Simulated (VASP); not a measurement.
# Li (Fm-3m) in VASP: further runs

The runs below take Li through single point, relaxation of cell and atoms, with LDA.

All numbers are computed with VASP 6.6.1; they aren't measurements. Logs are shortened: lines on timing, memory, paths and dates and some standing lists are left out, and cuts for length are marked.

### 1 The cell of the first run

The structure is cubic, space group Fm-3m (No. 225). Conventional cell: a = 4.232 Å, b = 4.232 Å, c = 4.232 Å, α = 90.00°, β = 90.00°, γ = 90.00°. Within 3.9 Å of Li (site symmetry m-3m) lie 12 Li at 2.99 Å.

This isn't the form of Li at room conditions, which is bcc.

### 2 Single point, LDA

INCAR

```
  PREC = Accurate
  ENCUT = 750
  EDIFF = 1E-6
  ISMEAR = -1
  SIGMA = 0.05
  LREAL = F
  LASPH = T
  NELM = 120
  ALGO = Normal
  ISIF = 2
  LWAVE = F
  LCHARG = T
  LELF = T
  LVHAR = T
  NBANDS = 8
  GGA_COMPAT = F
```

KPOINTS

```
Automatic mesh
0
Gamma
  18 18 18
```

POSCAR

```
Li
1.0
    0.0000000000      2.1160832231      2.1160832231
    2.1160832231      0.0000000000      2.1160832231
    2.1160832231      2.1160832231      0.0000000000
Li
1
Direct
    0.0000000000      0.0000000000      0.0000000000
```

Potentials or basis: VASP PAW LDA potentials, release 64 (Li_sv).

Command:

```console
cat potpaw_LDA.64/Li_sv/POTCAR > POTCAR
mpirun -np 1 vasp_std > vasp.out
```

OUTCAR:

```text
PREC = Accurate
   ENCUT = 750
   EDIFF = 1E-6
   ISMEAR = -1
   LREAL = F
   LASPH = T
   NELM = 120
   ISIF = 2

 ion  position               nearest neighbor table
   1  0.000  0.000  0.000-

  LATTYP: Found a face centered cubic cell.
 ALAT       =     4.2321664462

  Lattice vectors:

 A1 = (   0.0000000000,   2.1160832231,   2.1160832231)
 A2 = (   2.1160832231,   0.0000000000,   2.1160832231)
 A3 = (   2.1160832231,   2.1160832231,   0.0000000000)

Analysis of symmetry for initial positions (statically):
=====================================================================
 Subroutine PRICEL returns:
 Original cell was already a primitive cell.

 Routine SETGRP: Setting up the symmetry group for a
 face centered cubic supercell.

 Subroutine GETGRP returns: Found 48 space group operations
 (whereof 48 operations were pure point group operations)
 out of a pool of 48 trial point group operations.

The static configuration has the point symmetry O_h .

Analysis of symmetry for dynamics (positions and initial velocities):
=====================================================================
 Subroutine PRICEL returns:
 Original cell was already a primitive cell.

 Routine SETGRP: Setting up the symmetry group for a
 face centered cubic supercell.

 Subroutine GETGRP returns: Found 48 space group operations
 (whereof 48 operations were pure point group operations)
 out of a pool of 48 trial point group operations.

The dynamic configuration has the point symmetry O_h .

 Subroutine INISYM returns: Found 48 space group operations
 (whereof 48 operations are pure point group operations),
 and found     1 'primitive' translations

----------------------------------------------------------------------------------------

                                     Primitive cell

  volume of cell :      18.9508

  direct lattice vectors                    reciprocal lattice vectors
     0.000000000  2.116083223  2.116083223    -0.236285603  0.236285603  0.236285603
     2.116083223  0.000000000  2.116083223     0.236285603 -0.236285603  0.236285603
     2.116083223  2.116083223  0.000000000     0.236285603  0.236285603 -0.236285603

  length of vectors
     2.992593593  2.992593593  2.992593593     0.409258669  0.409258669  0.409258669

  position of ions in fractional coordinates (direct lattice)
     0.000000000  0.000000000  0.000000000

  ion indices of the primitive-cell ions
   primitive index   ion index
                 1           1

----------------------------------------------------------------------------------------

 KPOINTS: Automatic mesh

Automatic generation of k-mesh.
 Grid dimensions read from file:
 generate k-points for:   18   18   18

 Generating k-lattice:

  Cartesian coordinates                     Fractional coordinates (reciprocal lattice)
    -0.013126978  0.013126978  0.013126978     0.055555556  0.000000000  0.000000000
     0.013126978 -0.013126978  0.013126978     0.000000000  0.055555556  0.000000000
     0.013126978  0.013126978 -0.013126978     0.000000000  0.000000000  0.055555556

  Length of vectors
     0.022736593  0.022736593  0.022736593

  Shift w.r.t. Gamma in fractional coordinates (k-lattice)
     0.000000000  0.000000000  0.000000000

 Subroutine IBZKPT returns following result:
 ===========================================

 Found    195 irreducible k-points:

 Following reciprocal coordinates:
            Coordinates               Weight
  0.000000  0.000000  0.000000      1.000000
  0.055556  0.000000  0.000000      8.000000
  0.111111  0.000000  0.000000      8.000000
  0.166667  0.000000  0.000000      8.000000
  0.222222  0.000000  0.000000      8.000000
  0.277778  0.000000  0.000000      8.000000
[... 16 lines left out ...]
 -0.277778  0.055556  0.000000     24.000000
 -0.222222  0.055556  0.000000     24.000000
 [... further k-points ...]
   k-points           NKPTS =    195   k-points in BZ     NKDIM =    195   number of bands    NBANDS=      8
   number of dos      NEDOS =    301   number of ions     NIONS =      1
   total plane-waves  NPLWV =  21952
   dimension x,y,z NGX =    28 NGY =   28 NGZ =   28
   dimension x,y,z NGXF=    56 NGYF=   56 NGZF=   56
   ions per type =               1
   NGX,Y,Z   is equivalent  to a cutoff of  15.55, 15.55, 15.55 a.u.
   NGXF,Y,Z  is equivalent  to a cutoff of  31.11, 31.11, 31.11 a.u.
 SYSTEM =  unknown system
   PREC   = accura    normal or accurate (medium, high low for compatibility)
   ISTART =      0    job   : 0-new  1-cont  2-samecut
   ICHARG =      2    charge: 1-file 2-atom 10-const
   ISPIN  =      1    spin polarized calculation?
   LNONCOLLINEAR =      F non collinear calculations
   LSORBIT =      F    spin-orbit coupling
   LASPH  =      T    aspherical Exc in radial PAW
   ENCUT  =  750.0 eV  55.12 Ry    7.42 a.u.   6.68  6.68  6.68*2*pi/ulx,y,z
   NELM   =    120;   NELMIN=  2; NELMDL= -5     # of ELM steps
   EDIFF  = 0.1E-05   stopping-criterion for ELM
   LREAL  =      F    real-space projection
   EDIFFG = 0.1E-04   stopping-criterion for IOM
   NSW    =      0    number of steps for IOM
   IBRION =     -1    ionic relax: 0-MD 1-quasi-New 2-CG
   NFREE  =      0    steps in history (QN), initial steepest desc. (CG)
   ISIF   =      2    stress and relaxation
   ISYM   =      2    0-nonsym 1-usesym 2-fastsym
   POTIM  = 0.5000    time-step for ionic-motion
   TEBEG  =    0.0;   TEEND  =   0.0 temperature during run
   PSTRESS=    0.0 pullay stress
   NELECT =       3.0000    total number of electrons
   NUPDOWN=      -1.0000    fix difference up-down
   EMIN   =  10.00;   EMAX   =-10.00  energy-range for DOS
   EFERMI =   0.00;   METHOD = LEGACY
   ISMEAR =    -1;   SIGMA  =   0.05  broadening in eV -4-tet -1-fermi 0-gaus
   EFERMI_NEDOS =   21; number of points for ismear=-14 and -15
   IALGO  =     38    algorithm
   IMIX   =      4    mixing-type and parameters
     AMIX     =   0.40;   BMIX     =  1.00
     AMIX_MAG =   1.60;   BMIX_MAG =  1.00
  volume/ion in A,a.u.               =      18.95       127.89
  Fermi-wavevector in a.u.,A,eV,Ry     =   0.885603  1.673547 10.670954  0.784293
  Thomas-Fermi vector in A             =   2.006659
   LORBIT       =      0    0 simple, 1 ext, 2 COOP (PROOUT), +10 PAW based schemes
   GGA     = CA    functional components
   LHFCALC =     F    Hartree Fock is set to
   AEXX    =    0.0000 exact exchange contribution
   IVDW    =     0    specifies the selected vdW correction
   LEPSILON=     F    determine dielectric tensor
   LRPA    =     F    only Hartree local field effects (RPA)
 non-spin polarized calculation
  energy-cutoff  :      750.00
  volume of cell :       18.95
 maximum number of plane-waves:       903
   NGX = 13   NGY = 13   NGZ = 13

 number of electron       3.0000002 magnetization

 Free energy of the ion-electron system (eV)
  ---------------------------------------------------
  ext. energy  EPLUGINS =         0.00000000
  ---------------------------------------------------
  free energy    TOTEN  =        -2.05022407 eV

  energy without entropy =       -2.04711972  energy(sigma->0) =       -2.04867189

 E-fermi :   0.8021     XC(G=0):  -7.3155

 val. band max:        0.7983043324   @ k =   0.5000   0.2222   0.0556
 cond. band min:       0.8580069685   @ k =   0.5000   0.1111   0.0000
 fundamental gap:      0.0597026361
 Fermi energy:         0.8021056223

 k-point     1 :       0.0000    0.0000    0.0000
  band No.  band energies     occupation
      1     -44.7157      2.00000
      2      -2.7929      2.00000
      3      15.5963      0.00000
      4      15.5963      0.00000
      5      15.5963      0.00000
      6      19.8370      0.00000
      7      19.8370      0.00000
      8      19.8370      0.00000

 k-point     2 :       0.0556    0.0000    0.0000
  band No.  band energies     occupation
      1     -44.7149      2.00000
      2      -2.7372      2.00000
      3      14.9781      0.00000
      4      15.4661      0.00000
      5      15.4662      0.00000
      6      19.1962      0.00000
      7      20.0691      0.00000
      8      20.0691      0.00000

 k-point     3 :       0.1111    0.0000    0.0000
  band No.  band energies     occupation
      1     -44.7126      2.00000
      2      -2.5709      2.00000
      3      13.4929      0.00000
      4      15.1552      0.00000
      5      15.1552      0.00000
      6      18.9958      0.00000
      7      20.6284      0.00000
      8      20.6284      0.00000

 k-point     4 :       0.1667    0.0000    0.0000
  band No.  band energies     occupation
      1     -44.7092      2.00000
      2      -2.2932      2.00000
      3      11.7292      0.00000
      4      14.7939      0.00000
      5      14.7939      0.00000
      6      19.1787      0.00000
      7      21.0514      0.00000
      8      21.0514      0.00000

 k-point     5 :       0.2222    0.0000    0.0000
  band No.  band energies     occupation
      1     -44.7049      2.00000
      2      -1.9054      2.00000
      3       9.9620      0.00000
      4      14.4637      0.00000
      5      14.4637      0.00000
      6      19.4772      0.00000
      7      20.6781      0.00000
      8      20.6781      0.00000
[... 177 lines left out ...]
 k-point    22 :      -0.3333    0.0556    0.0000
  band No.  band energies     occupation
      1     -44.6943      2.00000
      2      -0.5537      2.00000
      3       6.3171      0.00000
      4      13.1465      0.00000
      5      14.3089      0.00000
      6      18.0645      0.00000
      7      18.7388      0.00000
      8      20.9801      0.00000

 k-point    23 :      -0.2778    0.0556    0.0000
  band No.  band energies     occupation
      1     -44.6983      2.00000
      2      -1.1718      2.00000
      3       7.7836      0.00000
      4      13.2181      0.00000
      5      14.6393      0.00000
      6      18.6864      0.00000
      7      19.2553      0.00000
      8      20.8310      0.00000

 k-point    24 :      -0.2222    0.0556    0.0000
  band No.  band energies     occupation
      1     -44.7028      2.00000
      2      -1.7011      2.00000
      3       9.4060      0.00000
      4      13.4033      0.00000
      5      14.9784      0.00000
      6      19.2006      0.00000
      7      19.9494      0.00000
      8      20.5585      0.00000

 [... further k-points ...]

------------------------ aborting loop because EDIFF is reached ----------------------------------------

  FORCE on cell =-STRESS in cart. coord.  units (eV):
  Direction    XX          YY          ZZ          XY          YZ          ZX
  --------------------------------------------------------------------------------------
  -------------------------------------------------------------------------------------
  Total       -0.0199731     -0.0199731     -0.0199731      0.0000000      0.0000000      0.0000000
  in kB       -1.6886072     -1.6886072     -1.6886072      0.0000000      0.0000000      0.0000000
  external PRESSURE =      -1.6886072 kB  Pullay stress =       0.0000000 kB

 VOLUME and BASIS-vectors are now :
 -----------------------------------------------------------------------------
  energy-cutoff  :      750.00
  volume of cell :       18.95
      direct lattice vectors                 reciprocal lattice vectors
     0.000000000  2.116083223  2.116083223    -0.236285603  0.236285603  0.236285603
     2.116083223  0.000000000  2.116083223     0.236285603 -0.236285603  0.236285603
     2.116083223  2.116083223  0.000000000     0.236285603  0.236285603 -0.236285603

 POSITION                                       TOTAL-FORCE (eV/Angst)
 -----------------------------------------------------------------------------------
      0.00000      0.00000      0.00000        -0.000000      0.000000     -0.000000
 -----------------------------------------------------------------------------------
    total drift:                               -0.000000     -0.000000     -0.000000

  FREE ENERGIE OF THE ION-ELECTRON SYSTEM (eV)
  ---------------------------------------------------
  free  energy   TOTEN  =        -2.0502240707 eV

  energy  without entropy=       -2.0471197174  energy(sigma->0) =       -2.04867189
```

Run time: 18 s. Hardware: 1 thread of AMD EPYC 9R45 (Zen 5), shared host; peak memory 0.13 GiB.

Results:

```
Free energy            : -2.0502 eV
Pressure               : -0.2 GPa
Band gap on the k mesh : zero (an odd number of electrons rules out a gap without spin polarisation)
```

Levels at points of the mesh, in eV from the Fermi level:
| k point | band 1 | band 2 | band 3 | band 4 | band 5 |
| --- | --- | --- | --- | --- | --- |
| (0.00, 0.00, 0.00) | -45.52 | -3.60 | 14.79 | 14.79 | 14.79 |
| (0.50, 0.00, 0.00) | -45.49 | -0.06 | 3.17 | 13.01 | 13.01 |
| (0.50, 0.50, 0.00) | -45.48 | 1.54 | 5.00 | 8.69 | 8.69 |

### 3 Relaxation of cell and atoms, LDA

This run uses another cell than the first one, of 21.59 Å³/atom.

INCAR

```
SYSTEM = Li
ALGO = Normal ; EDIFF = 1E-7
EDIFFG = -0.02 ; ENCUT = 750
GGA_COMPAT = .False. ; IBRION = 2
ISIF = 3 ; ISMEAR = -1
LASPH = .True. ; LCHARG = .False.
LREAL = .False. ; LWAVE = .False.
NELM = 120 ; NELMIN = 4
NSW = 80 ; PREC = Accurate
SIGMA = 0.05
```

KPOINTS

```
k-points
0
Gamma
  18 18 18
  0 0 0
```

POSCAR

```
Li
1.0
    0.0000000000      2.2100000000      2.2100000000
    2.2100000000      0.0000000000      2.2100000000
    2.2100000000      2.2100000000      0.0000000000
Li
1
Direct
    0.0000000000      0.0000000000      0.0000000000
```

Potentials or basis: VASP PAW LDA potentials, release 64 (Li_sv).

Command:

```console
cat potpaw_LDA.64/Li_sv/POTCAR > POTCAR
mpirun -np 1 vasp_std > vasp.out
```

Wall time 38 s (1 thread of AMD EPYC 9R45 (Zen 5), shared host); peak memory 0.12 GiB.

It converged, with:

- Free energy: -2.0516 eV
- Relaxed volume: 18.79 Å³/atom
- Relaxed cell: a = 2.984 Å, b = 2.984 Å, c = 2.984 Å, α = 60.00°, β = 60.00°, γ = 60.00°
- Space group after relaxing (to 0.1 Å): Fm-3m (No. 225)
- Energy gained by relaxing: 16.2 meV/atom
- Ionic steps: 4
- Pressure after relaxing: 0.0 GPa
- Band gap on the k mesh: zero (an odd number of electrons rules out a gap without spin polarisation)

The path:
```
step  energy change (eV)  largest force (eV/Å)  pressure (GPa)  volume (Å³)
   1              0.0000                0.0000           -1.71        21.59
   2             -0.0069                0.0000           -1.36        20.88
   3             -0.0153                0.0000           -0.47        19.45
   4             -0.0162                0.0000            0.04        18.79
```

Final structure:
```
CELL_PARAMETERS angstrom
0.00000 2.11002 2.11002
2.11002 0.00000 2.11002
2.11002 2.11002 0.00000
ATOMIC_POSITIONS crystal
Li 0.00000 0.00000 0.00000
```

Levels at points of the mesh, in eV from the Fermi level:
```tsv
k point	band 1	band 2	band 3	band 4	band 5
(0.00, 0.00, 0.00)	-45.50	-3.61	14.89	14.89	14.89
(0.50, 0.00, 0.00)	-45.48	-0.07	3.20	13.09	13.09
(0.50, 0.50, 0.00)	-45.47	1.54	5.03	8.74	8.74
```

The gap in the log of VASP goes by the Fermi energy; the results here count the filled bands.